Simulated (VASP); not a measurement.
# In3Sb2As: single point with PBE

Crystal: In3Sb2As.

```xyz
6
Lattice="-2.2670 2.2670 9.6044 2.2670 -2.2670 9.6044 2.2670 2.2670 -9.6044" Properties=species:S:1:pos:R:3 pbc="T T T"
As    0.0000    0.0000    0.0000
In    0.0000    2.2670    1.4579
In    2.2670    0.0000    4.8022
In    0.0000    2.2670    8.1465
Sb    0.0000    0.0000   12.7347
Sb    0.0000    0.0000    6.4740
```

| Quantity | Value |
| --- | --- |
| Program | VASP 6.6.1 |
| Task | single point |
| Functional | PBE |
| Potentials or basis | VASP PAW PBE potentials, release 64 (As, In_d, Sb) |
| Cutoff | 520 eV |
| k mesh | 8 × 8 × 8 |
| Occupations | fermi-dirac, width 0.02 eV |
| Spin | no spin polarisation |

```
Pressure               : 1.6 GPa
Largest force          : 0.006 eV/Å
Band gap on the k mesh : zero (filled and empty bands touch)
```

Forces on the atoms (eV/Å):
```
As   0.000  0.000  0.000
In   0.000  0.000  0.005
In   0.000  0.000  0.000
In   0.000  0.000 -0.005
Sb   0.000  0.000  0.006
Sb   0.000  0.000 -0.006
```

Levels at points of the mesh, in eV from the Fermi level:
```
           k point  band 25  band 26  band 27  band 28  band 29  band 30
(0.00, 0.00, 0.00)    -0.52    -0.07    -0.01    -0.01     1.36     1.50
(0.50, 0.00, 0.00)    -1.01    -0.81    -0.77     0.46     1.65     2.00
(0.50, 0.50, 0.00)    -2.59    -2.22    -2.20     1.40     1.50     2.65
(0.50, 0.50, 0.50)    -1.00    -0.64    -0.64     1.32     1.37     1.81
```

Run time: 39 min on 1 thread of Intel(R) Xeon(R) Platinum 8259CL CPU @ 2.50GHz (Skylake/Cascade Lake), with other jobs on the host, peak memory 1.2 GiB.

Caveat: semilocal functionals underestimate gaps, so a narrow gap can read as zero; spin-orbit coupling is left out, which moves the levels of the heavy elements.
